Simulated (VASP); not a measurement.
SrAlH3: single point with RPBE

SrAlH3:

```
Sr Al H
1.0
     4.58546    0.00000    0.00000
     0.00000    4.58546    0.00000
     0.00000    0.00000    4.58546
Sr Al H
1 1 3
Direct
  0.50000 0.50000 0.50000
  0.00000 0.00000 0.00000
  0.00000 0.50000 0.50000
  0.50000 0.00000 0.50000
  0.50000 0.50000 0.00000
```

```json
{
 "Program": "VASP 6.6.1",
 "Task": "single point",
 "Functional": "RPBE",
 "Potentials or basis": "VASP PAW PBE potentials, release 64 (Sr_sv, Al, H)",
 "Cutoff": "520 eV",
 "k mesh": "5 × 5 × 5",
 "Occupations": "fermi-dirac, width 0.15 eV",
 "Spin": "no spin polarisation",
 "Dipole correction": "no",
 "Further INCAR settings": "ALGO = Normal; EDIFF = 1e-06; NBANDS = 16"
}
```

| Quantity | Value |
| --- | --- |
| Pressure | 1.1 GPa |
| Band gap on the k mesh | 0.63 eV, indirect (least direct gap 1.67 eV) |

Levels at points of the mesh, in eV from the valence-band top:
```csv
k point,band 4,band 5,band 6,band 7,band 8,band 9,band 10,band 11,band 12,band 13
"(0.00, 0.00, 0.00)",-15.55,-5.39,-1.78,-1.78,-0.16,2.39,2.39,2.39,6.23,6.23
```

It took 13 s on 1 thread of Intel(R) Xeon(R) Platinum 8488C (Sapphire Rapids) (shared host), peak memory 0.21 GiB.

Caveat: the PAW data sets were made with another functional, which shifts forces and pressure a little. A k mesh can miss the band edges.
